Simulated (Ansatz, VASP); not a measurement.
**MoS2 in VASP and in Ansatz**

```
CELL_PARAMETERS angstrom
1.65540 0.95575 5.56603
-1.65540 0.95575 5.56603
0.00000 -1.91149 5.56603
ATOMIC_POSITIONS crystal
Mo 0.00002 0.00002 0.00002
S 0.75354 0.75354 0.75354
S 0.57975 0.57975 0.57975
```

Alike in both runs: task single point; functional PBE; dispersion D3(BJ); k mesh 12 × 12 × 12; occupations gaussian, width 0.05 eV; no spin polarisation.

|  | VASP | Ansatz |
| --- | --- | --- |
| version | VASP 6.6.1 | Ansatz 0.2.0 |
| potentials or method | VASP PAW PBE potentials, release 64 (Mo_sv, S), cutoff 520 eV | scalar-relativistic, plane waves, PAW |
| valence electrons in the cell | 26 | 26 |

VASP gave:

| Item | Value |
| --- | --- |
| gap on the k mesh at the Fermi level (eV) | none |
| pressure (GPa) | -2.0 |
| traceless stress, the component that is largest in VASP (GPa) | 13.10 |
| rms of the force components (eV/Å) | 0.498 |

Question: Estimate Ansatz's values.

Answer: gap on the k mesh at the Fermi level (eV): none; pressure (GPa): -1.9; traceless stress, the component that is largest in VASP (GPa): 13.05; rms of the force components (eV/Å): 0.502.

Atom by atom the forces differ by 0.005 eV/Å (rms over components). A gap of «none» marks a metal or a gap that the smearing closes.
